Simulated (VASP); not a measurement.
# C (Pmma) in VASP: notebook, part 2 of 2

VASP 6.6.1. The steps go on from the part before.

## (3) Single point, PBE+D3(BJ) (atoms displaced along a vibrational mode)

INCAR reads:

```
SYSTEM = C
  ALGO = Normal
  EDIFF = 1E-6
  ENCUT = 520
  GGA = PE
  ISIF = 2
  ISMEAR = 0
  IVDW = 12
  LASPH = .True.
  LCHARG = .False.
  LREAL = .False.
  LWAVE = .False.
  NBANDS = 16
  NELM = 100
  PREC = Accurate
  SIGMA = 0.15
```

KPOINTS reads:

```
k-points
0
Gamma
  18 12 10
  0 0 0
```

POSCAR reads:

```
C
1.0
   -2.4646600698      0.0000000000      0.0000000000
    0.0000000000      0.0000000000     -3.5719696368
    0.0000000000     -4.2689164642      0.0000000000
C
4
Direct
    0.5000000000      0.0000000000      0.1666666667
    0.0000000000      0.0000000000      0.6610446312
    0.0000000000      0.0000000000      0.3333333333
    0.5000000000      0.0000000000      0.8389553688
```

Potentials or basis: VASP PAW PBE potentials, release 64 (C).

Launch:

```sh
cat potpaw_PBE.64/C/POTCAR > POTCAR
mpirun -np 1 vasp_std > vasp.out
```

OUTCAR:

```text
SYSTEM = C
   EDIFF = 1E-6
   ENCUT = 520
   GGA = PE
   ISIF = 2
   ISMEAR = 0
   IVDW = 12
   LASPH = .True.
   LREAL = .False.
   NELM = 100
   PREC = Accurate
 IVDW          = 12

 ion  position               nearest neighbor table
   1  0.500  0.000  0.167-   4 1.40   3 1.42   3 1.42
   2  0.000  0.000  0.661-   3 1.40   4 1.45   4 1.45
   3  0.000  0.000  0.333-   2 1.40   1 1.42   1 1.42
   4  0.500  0.000  0.839-   1 1.40   2 1.45   2 1.45

  LATTYP: Found a simple orthorhombic cell.
 ALAT       =     2.4646600698
 B/A-ratio  =     1.4492747623
 C/A-ratio  =     1.7320508075

  Lattice vectors:

 A1 = (  -2.4646600698,   0.0000000000,   0.0000000000)
 A2 = (   0.0000000000,   0.0000000000,  -3.5719696368)
 A3 = (   0.0000000000,  -4.2689164642,   0.0000000000)

Analysis of symmetry for initial positions (statically):
=====================================================================
 Subroutine PRICEL returns:
 Original cell was already a primitive cell.

 Routine SETGRP: Setting up the symmetry group for a
 simple orthorhombic supercell.

 Subroutine GETGRP returns: Found  8 space group operations
 (whereof  4 operations were pure point group operations)
 out of a pool of  8 trial point group operations.

The static configuration has the point symmetry C_2v.
 The point group associated with its full space group is D_2h.

Analysis of symmetry for dynamics (positions and initial velocities):
=====================================================================
 Subroutine PRICEL returns:
 Original cell was already a primitive cell.

 Routine SETGRP: Setting up the symmetry group for a
 simple orthorhombic supercell.

 Subroutine GETGRP returns: Found  8 space group operations
 (whereof  4 operations were pure point group operations)
 out of a pool of  8 trial point group operations.

[... 124 lines left out ...]
     AMIX     =   0.40;   BMIX     =  1.00
     AMIX_MAG =   1.60;   BMIX_MAG =  1.00
  volume/ion in A,a.u.               =       9.40        63.40
  Fermi-wavevector in a.u.,A,eV,Ry     =   1.231556  2.327303 20.636352  1.516729
  Thomas-Fermi vector in A             =   2.366360
   LORBIT       =      0    0 simple, 1 ext, 2 COOP (PROOUT), +10 PAW based schemes
   GGA     = PE    functional components
   LHFCALC =     F    Hartree Fock is set to
   AEXX    =    0.0000 exact exchange contribution
   IVDW    =    12    specifies the selected vdW correction
   LEPSILON=     F    determine dielectric tensor
   LRPA    =     F    only Hartree local field effects (RPA)
 non-spin polarized calculation
 Gauss-broadening in eV      SIGMA  =   0.15
  energy-cutoff  :      520.00
  volume of cell :       37.58
 maximum number of plane-waves:      1040
   NGX =  9   NGY = 13   NGZ = 15

 number of electron      16.0000003 magnetization

 Free energy of the ion-electron system (eV)
  ---------------------------------------------------
  ext. energy  EPLUGINS =         0.00000000
  ---------------------------------------------------
  free energy    TOTEN  =       -36.80200091 eV

  energy without entropy =      -36.80126894  energy(sigma->0) =      -36.80163492

 E-fermi :   4.1598     XC(G=0):  -9.8797

 val. band max:        4.1204904520   @ k =   0.2778   0.0000   0.0000
 cond. band min:       4.2076687298   @ k =   0.2778   0.5000   0.0000
 fundamental gap:      0.0871782779
 Fermi energy:         4.1597764901

 k-point     1 :       0.0000    0.0000    0.0000
  band No.  band energies     occupation
      1     -15.4517      2.00000
      2     -10.0702      2.00000
      3      -9.3300      2.00000
      4      -2.7112      2.00000
      5      -2.1255      2.00000
      6       0.7808      2.00000
[... 433 lines left out ...]
      3      -8.9146      2.00000
      4      -3.9553      2.00000
      5      -2.5415      2.00000
      6      -0.2338      2.00000
[... 8 lines left out ...]
     15      15.7974      0.00000
     16      16.4177      0.00000

 [... further k-points ...]

------------------------ aborting loop because EDIFF is reached ----------------------------------------

 Edisp (eV)   -0.57965

 E8    (eV) :    -0.1629

  FORCE on cell =-STRESS in cart. coord.  units (eV):
  Direction    XX          YY          ZZ          XY          YZ          ZX
  --------------------------------------------------------------------------------------
  -------------------------------------------------------------------------------------
  Total      -0.26383     0.83793    -0.03413     0.00000     0.00000     0.00000
  in kB     -11.24754    35.72194    -1.45481     0.00000     0.00000     0.00000
  external pressure =        7.67 kB  Pullay stress =        0.00 kB

 VOLUME and BASIS-vectors are now :
 -----------------------------------------------------------------------------
  energy-cutoff  :      520.00
  volume of cell :       37.58
      direct lattice vectors                 reciprocal lattice vectors
    -2.464660070  0.000000000  0.000000000    -0.405735465  0.000000000  0.000000000
     0.000000000  0.000000000 -3.571969637     0.000000000  0.000000000 -0.279957587
     0.000000000 -4.268916464  0.000000000     0.000000000 -0.234251480  0.000000000

 POSITION                                       TOTAL-FORCE (eV/Angst)
 -----------------------------------------------------------------------------------
     -1.23233     -0.71149      0.00000         0.000000     -0.396056      0.000000
      0.00000     -2.82194      0.00000         0.000000     -2.268722      0.000000
      0.00000     -1.42297      0.00000         0.000000      0.396056      0.000000
     -1.23233     -3.58143      0.00000         0.000000      2.268722      0.000000
 -----------------------------------------------------------------------------------
    total drift:                               -0.000000     -0.000000     -0.000000

  FREE ENERGIE OF THE ION-ELECTRON SYSTEM (eV)
  ---------------------------------------------------
  free  energy   TOTEN  =       -37.3816532765 eV

  energy  without entropy=      -37.3809213042  energy(sigma->0) =      -37.38128729
```

OSZICAR:

```text
N       E                     dE             d eps       ncg     rms          rms(c)
DAV:   1     0.349092997639E+02    0.34909E+02   -0.78195E+03 13464   0.914E+02
DAV:   2    -0.363772445160E+02   -0.71287E+02   -0.64802E+02 19048   0.191E+02
DAV:   3    -0.392133114878E+02   -0.28361E+01   -0.28206E+01 17696   0.353E+01
DAV:   4    -0.392374526383E+02   -0.24141E-01   -0.24134E-01 16864   0.393E+00
DAV:   5    -0.392378465357E+02   -0.39390E-03   -0.39388E-03 17280   0.479E-01    0.896E+00
DAV:   6    -0.373883872494E+02    0.18495E+01   -0.12969E+00 15776   0.705E+00    0.523E+00
DAV:   7    -0.367909412169E+02    0.59745E+00   -0.15393E+00 16616   0.776E+00    0.150E+00
DAV:   8    -0.368012482421E+02   -0.10307E-01   -0.55194E-02 16336   0.137E+00    0.154E-01
DAV:   9    -0.368016836639E+02   -0.43542E-03   -0.11535E-03 17416   0.237E-01    0.761E-02
DAV:  10    -0.368019782495E+02   -0.29459E-03   -0.25621E-04 14528   0.102E-01    0.189E-02
DAV:  11    -0.368020002370E+02   -0.21988E-04   -0.15875E-05 16304   0.297E-02    0.374E-03
DAV:  12    -0.368020009107E+02   -0.67370E-06   -0.21789E-06 16104   0.101E-02
   1 F= -.37381653E+02 E0= -.37381287E+02  d E =-.731972E-03
```

It took 95 s on 1 thread of Intel Xeon Platinum 8488C (Sapphire Rapids), shared host; peak memory 0.29 GiB.

What came out:

```yaml
Free_energy: -37.3817 eV
Pressure: 0.8 GPa
Largest_force: 2.269 eV/Å
Band_gap_on_the_k_mesh: zero (bands 8 and 9 overlap by 0.59 eV)
Dispersion_energy_per_atom: -0.145 eV
```

Forces in eV/Å, atoms in the order of the input:
```
C    0.000 -0.396  0.000
C    0.000 -2.269  0.000
C    0.000  0.396  0.000
C    0.000  2.269  0.000
```

Levels at points of the mesh, in eV from the Fermi level:
```csv
k point,band 5,band 6,band 7,band 8,band 9,band 10,band 11,band 12
"(0.00, 0.00, 0.00)",-6.29,-3.38,-2.64,-1.65,2.06,3.83,7.33,7.83
"(0.50, 0.00, 0.00)",-9.15,-9.15,-2.23,-2.23,3.40,3.40,9.27,9.27
"(0.00, 0.50, 0.00)",-6.26,-3.36,-2.67,-2.62,0.82,7.57,7.89,8.86
"(0.50, 0.50, 0.00)",-9.09,-9.09,-3.33,-3.33,2.57,2.57,10.30,10.30
"(0.00, 0.00, 0.50)",-5.28,-5.12,-5.05,-4.54,5.65,5.70,7.36,7.65
"(0.50, 0.00, 0.50)",-6.49,-6.49,-1.94,-1.94,2.52,2.52,7.20,7.20
"(0.00, 0.50, 0.50)",-6.60,-6.41,-5.10,-4.52,6.70,7.00,8.15,8.45
"(0.50, 0.50, 0.50)",-6.46,-6.46,-2.92,-2.92,1.21,1.21,7.45,7.45
```

Caveat: the cell differs from its parent crystal (atoms displaced along a vibrational mode); forces of over 1 eV/Å act on the atoms, so gaps and moduli don't describe the material at rest.
